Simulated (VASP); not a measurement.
A run of VASP 6.6.1 is set up as follows.

File POSCAR:

```
KCl
1.0
    0.0000000000      3.5072828304      3.5072828304
    3.5072828304      0.0000000000      3.5072828304
    3.5072828304      3.5072828304      0.0000000000
K Cl
1 1
Direct
    0.0000000000      0.0000000000      0.0000000000
    0.2500000000      0.2500000000      0.2500000000
```

The input INCAR.step1:

```
SYSTEM = KCl
PREC = Accurate
ENCUT = 520
ISMEAR = 1
SIGMA = 0.001
LREAL = .FALSE.
LASPH = .TRUE.
NELM = 80
NBANDS = 15
GGA = PE
ALGO = Normal
EDIFF = 1E-4
LWAVE = .TRUE.
LCHARG = .FALSE.
```

File INCAR.step2:

```
SYSTEM = KCl
PREC = Accurate
ENCUT = 520
EDIFF = 1E-7
ISMEAR = 1
SIGMA = 0.001
LREAL = .FALSE.
LASPH = .TRUE.
NELM = 80
ALGO = Normal
ISIF = 2
LWAVE = .FALSE.
LCHARG = .FALSE.
METAGGA = R2SCAN
LMIXTAU = .TRUE.
NBANDS = 15
ISTART = 1
```

KPOINTS

```
regular mesh
0
G
  4 4 4
  0 0 0
```

Potentials or basis: VASP PAW PBE potentials, release 64 (K_sv, Cl).

Run with:

```bash
$ cat potpaw_PBE.64/K_sv/POTCAR potpaw_PBE.64/Cl/POTCAR > POTCAR
$ cp INCAR.step1 INCAR
$ mpirun -np 1 vasp_std > vasp.out
$ cp INCAR.step2 INCAR
$ mpirun -np 1 vasp_std > vasp.out
```

Task: Predict the pressure.

Result: 0.0 GPa.

Task: Predict the band gap on the k mesh.

Result: 5.35 eV (least direct gap 5.39 eV).

Caveat: the structure was generated, so it needn't be the stable form of KCl; the PAW data sets were made with another functional, which shifts forces and pressure a little. A k mesh can miss the band edges.
